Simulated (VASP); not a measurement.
A run of VASP 6.6.1 is set up as follows.

The input INCAR:

```
ALGO = Normal
EDIFF = 1E-6
ENCUT = 700
GGA = PE
GGA_COMPAT = False
ISIF = 2
ISMEAR = 0
LASPH = True
LCHARG = True
LELF = True
LREAL = False
LVHAR = True
LWAVE = False
NBANDS = 57
NELM = 120
PREC = Accurate
SIGMA = 0.1
```

The input KPOINTS:

```
k-points
0
Gamma
  6 6 4
```

Contents of POSCAR:

```
CrCo2
1.0
    3.4769298417      0.0000000000      0.0000000000
    0.0000000000      3.4769298417      0.0000000000
    0.0000000000      0.0000000000      5.5952283310
Cr Co
2 4
Direct
    0.0000000000      0.5000000000      0.6771919259
    0.5000000000      0.0000000000      0.3228080741
    0.0000000000      0.0000000000      0.0000000000
    0.5000000000      0.5000000000      0.0000000000
    0.0000000000      0.5000000000      0.2974635148
    0.5000000000      0.0000000000      0.7025364852
```

Potentials or basis: VASP PAW PBE potentials, release 64 (Cr_sv, Co_sv).

The run is started by

```console
$ cat potpaw_PBE.64/Cr_sv/POTCAR potpaw_PBE.64/Co_sv/POTCAR > POTCAR
$ mpirun -np 1 vasp_std > vasp.out
```

Q: What does it give for the band gap on the k mesh?

A: Zero (bands 48 and 49 overlap by 0.95 eV).

Q: Predict the largest force.

A: 0.032 eV/Å.

Q: What does it give for the pressure?

A: -1.0 GPa.

Forces in eV/Å, atoms in the order of the input:
```
Cr   0.000  0.000  0.032
Cr   0.000  0.000 -0.032
Co   0.000  0.000  0.000
Co   0.000  0.000  0.000
Co   0.000  0.000 -0.015
Co   0.000  0.000  0.015
```

Caveat: the run has no spin polarisation, though such a crystal can be magnetic. Spin polarisation is off, so any magnetic state and its effect on volume and gap are missing.
